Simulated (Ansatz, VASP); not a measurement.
## AgCl: VASP beside Ansatz

INCAR

```
PREC = Accurate
ENCUT = 520
EDIFF = 1E-6
ISMEAR = -1
SIGMA = 0.05
LREAL = False
LASPH = True
NELM = 150
ALGO = Normal
ISIF = 2
LWAVE = False
LCHARG = False
LMAXMIX = 4
LDAU = True
LDAUTYPE = 2
LDAUL = 2 -1
LDAUU = 5 0
LDAUJ = 0 0
LDAUPRINT = 1
GGA = PS
NBANDS = 16
```

KPOINTS

```
regular mesh
0
Gamma
  8 8 8
```

File POSCAR:

```
AgCl
1.0
    0.0000000000      2.7350000000      2.7350000000
    2.7350000000      0.0000000000      2.7350000000
    2.7350000000      2.7350000000      0.0000000000
Ag Cl
1 1
Direct
    0.0000000000      0.0000000000      0.0000000000
    0.5000000000      0.5000000000      0.5000000000
```

Contents of input.yaml:

```yaml
crystal:
  lattice:
    - [0.0, 2.735, 2.735]
    - [2.735, 0.0, 2.735]
    - [2.735, 2.735, 0.0]
  atoms:
    - { symbol: Ag, position: [0.0, 0.0, 0.0] }
    - { symbol: Cl, position: [0.5, 0.5, 0.5] }
hamiltonian:
  xc: pbesol
  pseudopotentials: { kind: paw }
  hubbard: { sites: [{ species: Ag, l: d, u_eff: 5.0 }] }
kpoints:
  mp_grid: { grid: [8, 8, 8] }
scf:
  occupations: { method: fermi_dirac, width: 0.05 }
  n_extra_bands: 6
output:
  forces: true
  stress: true
  eigenvalues: true
  dos: { projected: true, de: 0.05, nscf_kmesh: { grid: [12, 12, 12] } }
  write_density: true
  write_potential: true
  elf: true
  volumetric_format: npy
```

Alike in both runs: functional PBEsol; k mesh 8 × 8 × 8; occupations fermi-dirac, width 0.05 eV; no spin polarisation; Hubbard terms Ag d U = 5.0 eV.

|  | VASP | Ansatz |
| --- | --- | --- |
| version | VASP 6.6.1 | Ansatz 0.2.0 |
| potentials or method | VASP PAW PBE potentials, release 64 (Ag, Cl) | Ansatz PAW |
| plane-wave cutoff (eV) | 520 | 420 |
| valence electrons in the cell | 18 | 26 |
| task | single point | projected density of states |

Ansatz gave:

| Quantity | Value |
| --- | --- |
| gap on the k mesh at the Fermi level (eV) | 1.62 |
| least direct gap on the mesh (eV) | 3.26 |
| pressure (GPa) | 0.4 |

Estimate VASP's values.

gap on the k mesh at the Fermi level (eV): 1.72; least direct gap on the mesh (eV): 3.38; pressure (GPa): -1.3.

VASP's potentials were made for PBE, not for PBEsol. The programs project onto different local orbitals, so the same U acts differently, and such runs can settle in different states. VASP's potentials hold 18 valence electrons a cell and Ansatz's 26, so a difference there can come from the potentials and not from the codes.
